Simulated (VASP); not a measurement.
**Al2Cu: single point with LDA**

Al2Cu:

```
Al Cu
1.0
    -2.96633    2.96633    2.39246
     2.96633   -2.96633    2.39246
     2.96633    2.96633   -2.39246
Al Cu
4 2
Direct
  0.34042 0.15958 0.50000
  0.15958 0.65958 0.81917
  0.84042 0.34042 0.18083
  0.65958 0.84042 0.50000
  0.75000 0.75000 0.00000
  0.25000 0.25000 0.00000
```

```yaml
Program: VASP 6.6.1
Task: single point
Functional: LDA
Potentials_or_basis: VASP PAW LDA potentials, release 64 (Al, Cu)
Cutoff: 520 eV
k_mesh: 10 × 10 × 10
Occupations: gaussian, width 0.1 eV
Spin: no spin polarisation
```

| Property | Result |
| --- | --- |
| Pressure | 0.4 GPa |
| Band gap on the k mesh | zero (bands 17 and 18 overlap by 4.47 eV) |

Forces in eV/Å, atoms in the order of the input:
```
Al  -0.002  0.002  0.000
Al  -0.002 -0.002  0.000
Al   0.002  0.002  0.000
Al   0.002 -0.002  0.000
Cu   0.000  0.000  0.000
Cu   0.000  0.000  0.000
```

Levels at points of the mesh, in eV from the Fermi level:
```csv
k point,band 15,band 16,band 17,band 18,band 19,band 20
"(0.00, 0.00, 0.00)",-1.48,-1.29,-1.29,-0.86,-0.20,0.09
"(0.50, 0.00, 0.00)",-2.72,-2.72,0.25,0.25,4.20,4.20
"(0.50, 0.50, 0.00)",-1.54,-1.32,-0.89,-0.71,0.88,1.34
"(0.50, 0.50, 0.50)",-3.44,-1.91,2.65,2.99,2.99,3.44
```

Run time: 4.2 min on 1 thread of Intel Xeon 8259CL, with other jobs on the host, peak memory 0.31 GiB.
